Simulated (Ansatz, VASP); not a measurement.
**Si3N: VASP beside Ansatz**

Contents of INCAR:

```
SYSTEM = Si3N
PREC     = Accurate       ! precision mode
ENCUT    = 520            ! plane-wave cutoff, eV
EDIFF    = 1E-7           ! SCF threshold, eV
ISMEAR   = 0              ! smearing method
SIGMA    = 0.05           ! smearing width, eV
LREAL    = .FALSE.        ! projectors in reciprocal space
LASPH    = .TRUE.         ! aspherical terms in the spheres
NELM     = 80             ! most SCF steps
ALGO     = Normal         ! electronic algorithm
ISIF     = 2              ! what is computed and relaxed
LWAVE    = .FALSE.        ! write WAVECAR
LCHARG   = .FALSE.        ! write CHGCAR
LDIPOL   = .TRUE.       
IDIPOL   = 3            
DIPOL    = 0.5 0.5 0.328
GGA      = PE             ! functional
IVDW     = 12             ! dispersion correction
NBANDS   = 27             ! bands
```

Contents of KPOINTS:

```
Automatic mesh
0
G
  7 5 1
  0 0 0
```

File POSCAR:

```
Si3N
1.0
    3.8333442755      0.0000000000      0.0000000000
    0.0000000000      5.4211674636      0.0000000000
    0.0000000000      0.0000000000     22.4877586337
Si N
6 2
Direct
    0.5000000000      0.0000000000      0.1778745523
    0.0000000000      0.2500000000      0.1778745523
    0.0000000000      0.5038839981      0.2608672216
    0.5000000000      0.7461160019      0.2608672216
    0.5000000000      0.0086033066      0.3418641564
    0.0000000000      0.2413966934      0.3418641564
    0.5000000000      0.6752699732      0.5063981173
    0.5000000000      0.6752699732      0.5553136192
```

Input for Ansatz:

```yaml
crystal:
  lattice:
    - [3.8333442755, 0.0, 0.0]
    - [0.0, 5.4211674636, 0.0]
    - [0.0, 0.0, 22.4877586337]
  atoms:
    - { symbol: Si, position: [0.5, 0.0, 0.1778745523] }
    - { symbol: Si, position: [0.0, 0.25, 0.1778745523] }
    - { symbol: Si, position: [0.0, 0.5038839981, 0.2608672216] }
    - { symbol: Si, position: [0.5, 0.7461160019, 0.2608672216] }
    - { symbol: Si, position: [0.5, 0.0086033066, 0.3418641564] }
    - { symbol: Si, position: [0.0, 0.2413966934, 0.3418641564] }
    - { symbol: "N", position: [0.5, 0.6752699732, 0.5063981173] }
    - { symbol: "N", position: [0.5, 0.6752699732, 0.5553136192] }
basis:
  ecutwfc: 420
kpoints:
  mp_grid: { grid: [7, 5, 1] }
hamiltonian:
  xc: pbe
  pseudopotentials: { kind: paw, azcp: { folder: soft_1 } }
  dispersion: d3bj
scf:
  occupations: { method: gaussian, width: 0.05 }
output:
  forces: true
  eigenvalues: true
efield:
  axis: 3
  dipole_correction: true
  ramp_width: 0.04
```

Alike in both runs: task single point; functional PBE; dispersion D3(BJ); k mesh 7 × 5 × 1; occupations gaussian, width 0.05 eV; no spin polarisation.

|  | VASP | Ansatz |
| --- | --- | --- |
| version | VASP 6.6.1 | Ansatz 0.2.0 |
| potentials or method | VASP PAW PBE potentials, release 64 (Si, N), cutoff 520 eV | scalar-relativistic, plane waves, PAW |
| valence electrons in the cell | 34 | 34 |

```tsv
	VASP	Ansatz	Ansatz less VASP
gap on the k mesh at the Fermi level (eV)	none	none	-
rms of the force components (eV/Å)	0.637	0.190	-0.4475
```

Atom by atom the forces differ by 0.519 eV/Å (rms over components). A gap of «none» marks a metal or a gap that the smearing closes. One of these differences is far larger than is usual between the two programs; its cause wasn't traced.

Noted on VASP's run: the standard files for N, O and F lose accuracy on very short bonds.
